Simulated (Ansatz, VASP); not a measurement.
## Si in VASP and in Ansatz

POSCAR

```
Si
1.0
   -2.4899409197      2.4899409197      1.2628021204
    2.4899409197     -2.4899409197      1.2628021204
    2.4899409197      2.4899409197     -1.2628021204
Si
2
Direct
    0.2500000000      0.7500000000      0.5000000000
    0.5000000000      0.5000000000      0.0000000000
```

INCAR.step1

```
PREC = Accurate ; ENCUT = 520
ISMEAR = 0 ; SIGMA = 0.15
LREAL = F ; LASPH = T
NELM = 80 ; NBANDS = 11
GGA = PE ; ALGO = Normal
EDIFF = 1E-4 ; LWAVE = T
LCHARG = F
```

Contents of INCAR.step2:

```
PREC = Accurate ; ENCUT = 520
EDIFF = 1E-6 ; ISMEAR = 0
SIGMA = 0.15 ; LREAL = F
LASPH = T ; NELM = 80
ALGO = Normal ; ISIF = 2
LWAVE = F ; LCHARG = F
METAGGA = R2SCAN ; LMIXTAU = T
NBANDS = 11 ; ISTART = 1
```

The input KPOINTS:

```
Automatic mesh
0
Gamma
  20 20 20
```

Input for Ansatz:

```yaml
crystal:
  lattice:
    - [-2.4899409197, 2.4899409197, 1.2628021204]
    - [2.4899409197, -2.4899409197, 1.2628021204]
    - [2.4899409197, 2.4899409197, -1.2628021204]
  atoms:
    - { symbol: Si, position: [0.25, 0.75, 0.5] }
    - { symbol: Si, position: [0.5, 0.5, 0.0] }
basis:
  ecutwfc: 500
kpoints:
  mp_grid: { grid: [20, 20, 20] }
hamiltonian:
  xc: r2scan
scf:
  occupations: { method: gaussian, width: 0.15 }
output:
  forces: true
  stress: true
  eigenvalues: true
```

Change from the starting cell: strain +0.050 along x and y, -0.050 along z, atoms carried along.

Alike in both runs: task single point; functional r2SCAN; k mesh 20 × 20 × 20; occupations gaussian, width 0.15 eV; no spin polarisation.

```csv
,VASP,Ansatz
version,VASP 6.6.1,Ansatz 0.2.0
potentials or method,"VASP PAW PBE potentials, release 64 (Si), cutoff 520 eV","scalar-relativistic, plane waves, PAW"
valence electrons in the cell,8,8
```

Ansatz gave:

```
gap on the k mesh at the Fermi level (eV)                     : none
pressure (GPa)                                                : -2.7
traceless stress, the component that is largest in VASP (GPa) : 6.61
```

Problem. Which values does VASP return?

Solution. gap on the k mesh at the Fermi level (eV): none; pressure (GPa): -2.7; traceless stress, the component that is largest in VASP (GPa): 6.62.

VASP's potentials were made for PBE, not for r2SCAN. A gap of «none» marks a metal or a gap that the smearing closes. The functional is the same, so the differences come from potentials, cutoffs and numerics.
